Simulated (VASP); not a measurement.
# Al3Cu2 (Cm) in VASP: single point with PBEsol

Aim: the single point of Al3Cu2 with PBEsol.

All numbers are computed with VASP 6.6.1; they aren't measurements. Logs are shortened: lines on timing, memory, paths and dates and some standing lists are left out, and cuts for length are marked.

## Step 1: The cell of the first run

It takes space group Cm (No. 8, monoclinic). The conventional cell has a = 7.099 Å, b = 4.099 Å, c = 4.982 Å, α = 90.00°, β = 90.00°, γ = 90.00°. Within 3.1 Å of Al (site symmetry m) lie 6 Cu at 2.35 to 2.65 Å and 6 Al at 2.94 Å. Al (site symmetry m) has 5 Cu at 2.32 to 2.71 Å and 6 Al at 2.79 to 2.94 Å within 3.1 Å. Within 3.2 Å of Al (site symmetry m) lie 5 Cu at 2.41 to 2.70 Å and 6 Al at 2.79 to 2.94 Å. Cu (site symmetry m) has 8 Al at 2.32 to 2.70 Å and 3 Cu at 2.84 Å within 3.1 Å. Cu (site symmetry m) has 8 Al at 2.36 to 2.71 Å and 3 Cu at 2.84 Å within 3.1 Å.

## Step 2: Single point, PBEsol

INCAR

```
SYSTEM = Al3Cu2
  ALGO = Fast
  EDIFF = 1E-7
  ENCUT = 520
  GGA = PS
  ISIF = 2
  ISMEAR = 0
  LASPH = .True.
  LCHARG = .True.
  LELF = .True.
  LREAL = .False.
  LVHAR = .True.
  LWAVE = .False.
  NBANDS = 24
  NELM = 80
  PREC = Accurate
  SIGMA = 0.15
```

KPOINTS

```
k-points
0
Gamma
  12 12 10
  0 0 0
```

POSCAR

```
Al3Cu2
1.0
    4.0985856014      0.0000000000      0.0000000000
   -2.0492928007      3.5494792504      0.0000000000
    0.0000000000      0.0000000000      4.9821008425
Al Cu
3 2
Direct
    0.0000000000      0.0000000000      0.0000000000
    0.3333333333      0.6666666667      0.3515059809
    0.6666666667      0.3333333333      0.6484940191
    0.3920066431      0.6960033215      0.8145298754
    0.7253399764      0.3626699882      0.1299499120
```

Potentials or basis: VASP PAW PBE potentials, release 64 (Al, Cu).

Command:

```sh
> cat potpaw_PBE.64/Al/POTCAR potpaw_PBE.64/Cu/POTCAR > POTCAR
> mpirun -np 1 vasp_std > vasp.out
```

OUTCAR:

```text
SYSTEM = Al3Cu2
   EDIFF = 1E-7
   ENCUT = 520
   GGA = PS
   ISIF = 2
   ISMEAR = 0
   LASPH = .True.
   LREAL = .False.
   NELM = 80
   PREC = Accurate

 ion  position               nearest neighbor table
   1  0.000  0.000  0.000-   4 2.35   5 2.36   5 2.36   4 2.64   4 2.64   5 2.65   2 2.94   3 2.94
                             2 2.94   3 2.94   3 2.94   2 2.94
   2  0.333  0.667  0.352-   4 2.32   5 2.42   4 2.68   5 2.71   5 2.71   3 2.79   3 2.79   3 2.79
                             1 2.94   1 2.94   1 2.94
   3  0.667  0.333  0.648-   5 2.41   4 2.42   4 2.42   5 2.59   4 2.70   2 2.79   2 2.79   2 2.79
                             1 2.94   1 2.94   1 2.94
   4  0.392  0.696  0.815-   2 2.32   1 2.35   3 2.42   3 2.42   1 2.64   1 2.64   2 2.68   3 2.70

   5  0.725  0.363  0.130-   1 2.36   1 2.36   3 2.41   2 2.42   3 2.59   1 2.65   2 2.71   2 2.71

  LATTYP: Found a hexagonal cell.
 ALAT       =     4.0985856014
 C/A-ratio  =     1.2155658871

  Lattice vectors:

 A1 = (   4.0985856014,   0.0000000000,   0.0000000000)
 A2 = (  -2.0492928007,   3.5494792504,   0.0000000000)
 A3 = (   0.0000000000,   0.0000000000,   4.9821008425)

Analysis of symmetry for initial positions (statically):
=====================================================================
 Subroutine PRICEL returns:
 Original cell was already a primitive cell.

 Routine SETGRP: Setting up the symmetry group for a
 hexagonal supercell.

 Subroutine GETGRP returns: Found  2 space group operations
 (whereof  2 operations were pure point group operations)
 out of a pool of 24 trial point group operations.

The static configuration has the point symmetry C_1h.

Analysis of symmetry for dynamics (positions and initial velocities):
=====================================================================
 Subroutine PRICEL returns:
 Original cell was already a primitive cell.

 Routine SETGRP: Setting up the symmetry group for a
 hexagonal supercell.

 Subroutine GETGRP returns: Found  2 space group operations
 (whereof  2 operations were pure point group operations)
 out of a pool of 24 trial point group operations.

The dynamic configuration has the point symmetry C_1h.

 Subroutine INISYM returns: Found  2 space group operations
 (whereof  2 operations are pure point group operations),
 and found     1 'primitive' translations

----------------------------------------------------------------------------------------

                                     Primitive cell

  volume of cell :      72.4788

  direct lattice vectors                    reciprocal lattice vectors
     4.098585601  0.000000000  0.000000000     0.243986608  0.140865734  0.000000000
    -2.049292801  3.549479250  0.000000000     0.000000000  0.281731468  0.000000000
     0.000000000  0.000000000  4.982100843     0.000000000  0.000000000  0.200718539

  length of vectors
     4.098585601  4.098585601  4.982100843     0.281731468  0.281731468  0.200718539

  position of ions in fractional coordinates (direct lattice)
     0.000000000  0.000000000  0.000000000
     0.333333333  0.666666667  0.351505981
     0.666666667  0.333333333  0.648494019
     0.392006643  0.696003322  0.814529875
     0.725339976  0.362669988  0.129949912

  ion indices of the primitive-cell ions
   primitive index   ion index
                 1           1
                 2           2
                 3           3
                 4           4
                 5           5

----------------------------------------------------------------------------------------

 KPOINTS: k-points

Automatic generation of k-mesh.
 Grid dimensions read from file:
 generate k-points for:   12   12   10

 Generating k-lattice:

  Cartesian coordinates                     Fractional coordinates (reciprocal lattice)
     0.020332217  0.011738811  0.000000000     0.083333333  0.000000000  0.000000000
     0.000000000  0.023477622  0.000000000     0.000000000  0.083333333  0.000000000
     0.000000000  0.000000000  0.020071854     0.000000000  0.000000000  0.100000000

  Length of vectors
     0.023477622  0.023477622  0.020071854

  Shift w.r.t. Gamma in fractional coordinates (k-lattice)
     0.000000000  0.000000000  0.000000000

 Subroutine IBZKPT returns following result:
 ===========================================

 Found    398 irreducible k-points:

 Following reciprocal coordinates:
            Coordinates               Weight
  0.000000  0.000000  0.000000      1.000000
  0.083333 -0.000000  0.000000      2.000000
  0.000000  0.083333  0.000000      4.000000
  0.166667  0.000000  0.000000      2.000000
  0.000000  0.166667  0.000000      4.000000
  0.250000  0.000000  0.000000      2.000000
[... 16 lines left out ...]
 -0.083333  0.416667  0.000000      4.000000
 -0.416667  0.333333  0.000000      4.000000
 [... further k-points ...]
   k-points           NKPTS =    398   k-points in BZ     NKDIM =    398   number of bands    NBANDS=     24
   number of dos      NEDOS =    301   number of ions     NIONS =      5
   total plane-waves  NPLWV =  36000
   dimension x,y,z NGX =    30 NGY =   30 NGZ =   40
   dimension x,y,z NGXF=    60 NGYF=   60 NGZF=   80
   ions per type =               3   2
   NGX,Y,Z   is equivalent  to a cutoff of  12.17, 12.17, 13.35 a.u.
   NGXF,Y,Z  is equivalent  to a cutoff of  24.34, 24.34, 26.69 a.u.
 SYSTEM =  Al3Cu2
   PREC   = accura    normal or accurate (medium, high low for compatibility)
   ISTART =      0    job   : 0-new  1-cont  2-samecut
   ICHARG =      2    charge: 1-file 2-atom 10-const
   ISPIN  =      1    spin polarized calculation?
   LNONCOLLINEAR =      F non collinear calculations
   LSORBIT =      F    spin-orbit coupling
   LASPH  =      T    aspherical Exc in radial PAW
   ENCUT  =  520.0 eV  38.22 Ry    6.18 a.u.   7.62  7.62  9.26*2*pi/ulx,y,z
   NELM   =     80;   NELMIN=  2; NELMDL= -5     # of ELM steps
   EDIFF  = 0.1E-06   stopping-criterion for ELM
   LREAL  =      F    real-space projection
   EDIFFG = 0.1E-05   stopping-criterion for IOM
   NSW    =      0    number of steps for IOM
   IBRION =     -1    ionic relax: 0-MD 1-quasi-New 2-CG
   NFREE  =      0    steps in history (QN), initial steepest desc. (CG)
   ISIF   =      2    stress and relaxation
   ISYM   =      2    0-nonsym 1-usesym 2-fastsym
   POTIM  = 0.5000    time-step for ionic-motion
   TEBEG  =    0.0;   TEEND  =   0.0 temperature during run
   PSTRESS=    0.0 pullay stress
   NELECT =      31.0000    total number of electrons
   NUPDOWN=      -1.0000    fix difference up-down
   EMIN   =  10.00;   EMAX   =-10.00  energy-range for DOS
   EFERMI =   0.00;   METHOD = LEGACY
   ISMEAR =     0;   SIGMA  =   0.15  broadening in eV -4-tet -1-fermi 0-gaus
   EFERMI_NEDOS =   21; number of points for ismear=-14 and -15
   IALGO  =     68    algorithm
   IMIX   =      4    mixing-type and parameters
     AMIX     =   0.40;   BMIX     =  1.00
     AMIX_MAG =   1.60;   BMIX_MAG =  1.00
  volume/ion in A,a.u.               =      14.50        97.82
  Fermi-wavevector in a.u.,A,eV,Ry     =   1.233460  2.330901 20.700218  1.521423
  Thomas-Fermi vector in A             =   2.368189
   LORBIT       =      0    0 simple, 1 ext, 2 COOP (PROOUT), +10 PAW based schemes
   GGA     = PS    functional components
   LHFCALC =     F    Hartree Fock is set to
   AEXX    =    0.0000 exact exchange contribution
   IVDW    =     0    specifies the selected vdW correction
   LEPSILON=     F    determine dielectric tensor
   LRPA    =     F    only Hartree local field effects (RPA)
 non-spin polarized calculation
 RMM-DIIS sequential band-by-band and
 Gauss-broadening in eV      SIGMA  =   0.15
  energy-cutoff  :      520.00
  volume of cell :       72.48
 maximum number of plane-waves:      1986
   NGX = 15   NGY = 15   NGZ = 19

 number of electron      31.0000003 magnetization

 Free energy of the ion-electron system (eV)
  ---------------------------------------------------
  ext. energy  EPLUGINS =         0.00000000
  ---------------------------------------------------
  free energy    TOTEN  =       -21.34458710 eV

  energy without entropy =      -21.32956355  energy(sigma->0) =      -21.33707533

 E-fermi :   8.2743     XC(G=0): -11.0577

 val. band max:        8.2630515885   @ k =   0.0833  -0.0000   0.3000
 cond. band min:       8.2748353560   @ k =  -0.0833   0.1667   0.5000
 fundamental gap:      0.0117837675
 Fermi energy:         8.2742938137

 k-point     1 :       0.0000    0.0000    0.0000
  band No.  band energies     occupation
      1      -2.9667      2.00000
      2       1.8469      2.00000
      3       2.3486      2.00000
      4       2.8807      2.00000
      5       2.8894      2.00000
      6       3.2037      2.00000
[... 16 lines left out ...]
     23      14.1857      0.00000
     24      14.2651      0.00000

 k-point     2 :       0.0833   -0.0000    0.0000
  band No.  band energies     occupation
      1      -2.8846      2.00000
      2       1.8860      2.00000
      3       2.3367      2.00000
      4       2.9065      2.00000
      5       2.9132      2.00000
      6       3.2143      2.00000
[... 16 lines left out ...]
     23      13.8782      0.00000
     24      13.9261      0.00000

 k-point     3 :       0.0000    0.0833    0.0000
  band No.  band energies     occupation
      1      -2.8843      2.00000
      2       1.8876      2.00000
      3       2.3427      2.00000
      4       2.8867      2.00000
      5       2.9224      2.00000
      6       3.1945      2.00000
[... 16 lines left out ...]
     23      13.7764      0.00000
     24      14.0859      0.00000
[... 514 lines left out ...]
 k-point    23 :      -0.0833    0.4167    0.0000
  band No.  band energies     occupation
      1      -1.2857      2.00000
      2       1.2883      2.00000
      3       2.1585      2.00000
      4       2.8941      2.00000
      5       3.1403      2.00000
      6       3.2590      2.00000
[... 16 lines left out ...]
     23      14.4570      0.00000
     24      16.7362      0.00000

 k-point    24 :      -0.4167    0.3333    0.0000
  band No.  band energies     occupation
      1      -1.2879      2.00000
      2       1.2866      2.00000
      3       2.1577      2.00000
      4       2.8944      2.00000
      5       3.1454      2.00000
      6       3.2469      2.00000
[... 16 lines left out ...]
     23      14.4814      0.00000
     24      16.7216      0.00000

 [... further k-points ...]
[... 5 lines left out ...]
  --------------------------------------------------------------------------------------
  -------------------------------------------------------------------------------------
  Total        1.1788718      1.4673823      1.4290604     -0.2498575      0.2597242      0.4498555
  in kB       26.0594939     32.4371508     31.5900272     -5.5232128      5.7413204      9.9442587
  external PRESSURE =      30.0288906 kB  Pullay stress =       0.0000000 kB

 VOLUME and BASIS-vectors are now :
 -----------------------------------------------------------------------------
  energy-cutoff  :      520.00
  volume of cell :       72.48
      direct lattice vectors                 reciprocal lattice vectors
     4.098585601  0.000000000  0.000000000     0.243986608  0.140865734  0.000000000
    -2.049292801  3.549479250  0.000000000     0.000000000  0.281731468  0.000000000
     0.000000000  0.000000000  4.982100843     0.000000000  0.000000000  0.200718539

 POSITION                                       TOTAL-FORCE (eV/Angst)
 -----------------------------------------------------------------------------------
      0.00000      0.00000      0.00000         1.296387      0.748469     -0.063228
     -0.00000      2.36632      1.75124         0.365781      0.211184     -0.843546
      2.04929      1.18316      3.23086         0.386146      0.222942     -0.970273
      0.18036      2.47045      4.05807        -1.055926     -0.609639      0.984082
      2.22965      1.28729      0.64742        -0.992388     -0.572956      0.892964
 -----------------------------------------------------------------------------------
    total drift:                               -0.000702     -0.000409     -0.000730

  FREE ENERGIE OF THE ION-ELECTRON SYSTEM (eV)
  ---------------------------------------------------
  free  energy   TOTEN  =       -21.3445871047 eV

  energy  without entropy=      -21.3295635455  energy(sigma->0) =      -21.33707533
```

Wall time 17 min (1 thread of Oxide Virtual Turin-like, shared host); peak memory 0.61 GiB.

What came out:

```yaml
Free_energy: -21.3446 eV
Pressure: 3.0 GPa
Largest_force: 1.567 eV/Å
```

Forces in eV/Å, atoms in the order of the input:
```
Al   1.296  0.748 -0.063
Al   0.366  0.211 -0.844
Al   0.386  0.223 -0.970
Cu  -1.056 -0.610  0.984
Cu  -0.992 -0.573  0.893
```

Stress tensor (GPa, compression positive):
```
 2.61 -0.55  0.99
-0.55  3.24  0.57
 0.99  0.57  3.16
```

Levels at points of the mesh, in eV from the Fermi level:
```
           k point  band 14  band 15  band 16  band 17  band 18  band 19
(0.00, 0.00, 0.00)    -0.20    -0.13     1.32     1.32     2.48     2.93
(0.50, 0.00, 0.00)    -2.93    -2.48    -0.72    -0.07     0.37     3.06
(0.00, 0.50, 0.00)    -2.96    -2.45    -0.73    -0.08     0.38     3.11
(0.00, 0.00, 0.50)     1.21     1.26     1.29     1.73     2.26     2.55
(0.50, 0.00, 0.50)    -3.51    -1.73    -0.14     0.75     0.95     5.05
(0.00, 0.50, 0.50)    -3.55    -1.70    -0.17     0.78     0.93     4.98
```

Caveat: the cell differs from its parent crystal (all Cu atoms moved -0.250 Å, as atom 4 towards its neighbour atom 5 (Cu) at 2.841 Å); the PAW data sets were made with another functional, which shifts forces and pressure a little.
